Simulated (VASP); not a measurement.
Input of a VASP 6.6.1 run:

File INCAR:

```
ALGO = Normal
EDIFF = 1E-6
EDIFFG = -0.08
ENCUT = 600
GGA = PE
IBRION = 2
ISIF = 3
ISMEAR = 0
LASPH = True
LCHARG = False
LREAL = False
LWAVE = False
NELM = 60
NSW = 36
PREC = Accurate
SIGMA = 0.15
```

KPOINTS

```
k-points
0
Gamma
  3 3 2
```

Contents of POSCAR:

```
TaH4
1.0
    3.8979147400      0.0000000000      0.0000000000
    0.0000000000      3.8979147400      0.0000000000
    0.0000000000      0.0000000000      7.4272120500
Ta H
2 8
Direct
    0.0000000000      0.0000000000      0.0000000000
    0.5000000000      0.5000000000      0.5000000000
    0.0000000000      0.5000000000      0.9696689400
    0.0000000000      0.5000000000      0.4696689400
    0.5000000000      0.0000000000      0.5303310600
    0.5000000000      0.0000000000      0.0303310600
    0.0000000000      0.5000000000      0.3302067300
    0.0000000000      0.5000000000      0.8302067300
    0.5000000000      0.0000000000      0.1697932700
    0.5000000000      0.0000000000      0.6697932700
```

Potentials or basis: VASP PAW PBE potentials, release 64 (Ta_pv, H).

Command:

```bash
$ cat potpaw_PBE.64/Ta_pv/POTCAR potpaw_PBE.64/H/POTCAR > POTCAR
$ mpirun -np 1 vasp_std > vasp.out
```

(1) What does it give for the relaxed cell?

(2) Estimate the band gap on the k mesh.

Results:

(1) a = 3.011 Å, b = 3.011 Å, c = 9.968 Å, α = 90.00°, β = 90.00°, γ = 90.00°.

(2) zero (bands 15 and 16 overlap by 2.92 eV).

Caveat: the k points lie up to 0.70 Å⁻¹ apart in the final cell, too coarse for converged energies and pressures of a metal; spin-orbit coupling is left out, which moves the levels of the heavy elements.
